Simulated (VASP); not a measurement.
Input of a VASP 6.6.1 run:

POSCAR

```
MoSe
1.0
    3.5312279558      0.0000000000      0.0000000000
    0.0000000000      3.5312279558      0.0000000000
    0.0000000000      0.0000000000      3.5312279558
Mo Se
1 1
Direct
    0.0000000000      0.0000000000      0.0000000000
    0.5000000000      0.5000000000      0.5000000000
```

INCAR.step1

```
SYSTEM = MoSe
PREC = Accurate
ENCUT = 520
ISMEAR = 0
SIGMA = 0.1
LREAL = .FALSE.
LASPH = .TRUE.
NELM = 150
LMAXMIX = 4
LDAU = .TRUE.
LDAUTYPE = 2
LDAUL = 2 -1
LDAUU = 4.38 0
LDAUJ = 0 0
NBANDS = 17
GGA = PE
ALGO = Normal
EDIFF = 1E-4
LWAVE = .TRUE.
LCHARG = .FALSE.
```

INCAR.step2

```
SYSTEM = MoSe
PREC = Accurate
ENCUT = 520
EDIFF = 1E-6
ISMEAR = 0
SIGMA = 0.1
LREAL = .FALSE.
LASPH = .TRUE.
NELM = 150
ALGO = Normal
ISIF = 2
LWAVE = .FALSE.
LCHARG = .FALSE.
LMAXMIX = 4
LDAU = .TRUE.
LDAUTYPE = 2
LDAUL = 2 -1
LDAUU = 4.38 0
LDAUJ = 0 0
LDAUPRINT = 1
METAGGA = R2SCAN
LMIXTAU = .TRUE.
NBANDS = 17
ISTART = 1
```

The input KPOINTS:

```
regular mesh
0
G
  12 12 12
  0 0 0
```

Potentials or basis: VASP PAW PBE potentials, release 64 (Mo_sv, Se).

Run with:

```console
$ cat potpaw_PBE.64/Mo_sv/POTCAR potpaw_PBE.64/Se/POTCAR > POTCAR
$ cp INCAR.step1 INCAR
$ mpirun -np 1 vasp_std > vasp.out
$ cp INCAR.step2 INCAR
$ mpirun -np 1 vasp_std > vasp.out
```

(1) Predict the pressure.

(2) Estimate the band gap on the k mesh.

## Answers

(1) -11.5 GPa.

(2) 1.40 eV (least direct gap 1.57 eV).

Caveat: the cell stands under tension; the PAW data sets were made with another functional, which shifts forces and pressure a little.
